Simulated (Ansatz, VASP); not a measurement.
**One calculation of CdS, two programs**

INCAR

```
PREC     = Accurate       # precision mode
ENCUT    = 520            # plane-wave cutoff, eV
EDIFF    = 1E-7           # SCF threshold, eV
ISMEAR   = -1             # smearing method
SIGMA    = 0.08           # smearing width, eV
LREAL    = False          # projectors in reciprocal space
LASPH    = True           # aspherical terms in the spheres
NELM     = 80             # most SCF steps
ALGO     = Normal         # electronic algorithm
ISIF     = 2              # what is computed and relaxed
LWAVE    = False          # write WAVECAR
LCHARG   = False          # write CHGCAR
GGA      = PS             # functional
NBANDS   = 16             # bands
```

The input KPOINTS:

```
Automatic mesh
0
Gamma
  11 11 11
```

Contents of POSCAR:

```
CdS
1.0
    0.0000000000      2.3418292779      2.3418292779
    2.3418292779      0.0000000000      2.3418292779
    2.3418292779      2.3418292779      0.0000000000
Cd S
1 1
Direct
    0.0000000000      0.0000000000      0.0000000000
    0.2500000000      0.2500000000      0.2500000000
```

Input for Ansatz:

```yaml
crystal:
  lattice:
    - [0.0, 2.3418292779, 2.3418292779]
    - [2.3418292779, 0.0, 2.3418292779]
    - [2.3418292779, 2.3418292779, 0.0]
  atoms:
    - { symbol: Cd, position: [0.0, 0.0, 0.0] }
    - { symbol: S, position: [0.25, 0.25, 0.25] }
kpoints:
  mp_grid: { grid: [11, 11, 11] }
scf:
  occupations: { method: fermi_dirac, width: 0.08 }
hamiltonian:
  xc: pbesol
  pseudopotentials: { kind: paw }
output:
  forces: true
  stress: true
  eigenvalues: true
  populations: true
```

Change from the starting cell: volume scaled by 0.52, PAW files.

Alike in both runs: task single point; functional PBEsol; k mesh 11 × 11 × 11; occupations fermi-dirac, width 0.08 eV; no spin polarisation.

|  | VASP | Ansatz |
| --- | --- | --- |
| version | VASP 6.6.1 | Ansatz 0.2.0 |
| potentials or method | VASP PAW PBE potentials, release 64 (Cd, S) | PAW with Ansatz's default frozen-core files, scalar-relativistic |
| plane-wave cutoff (eV) | 520 | 420 |
| valence electrons in the cell | 18 | 26 |

Ansatz gave:

- pressure (GPa): 178.6

Task: What did VASP give for the same quantities?

Result: Pressure (GPa): 184.6.

VASP's potentials were made for PBE, not for PBEsol. Both programs put the cell under a high pressure, so it lies far from rest at this level. The functional is the same, so the differences come from potentials, cutoffs and numerics. VASP's potentials hold 18 valence electrons a cell and Ansatz's 26, so a difference there can come from the potentials and not from the codes.

Noted on VASP's run: the cell as given lies far from equilibrium.
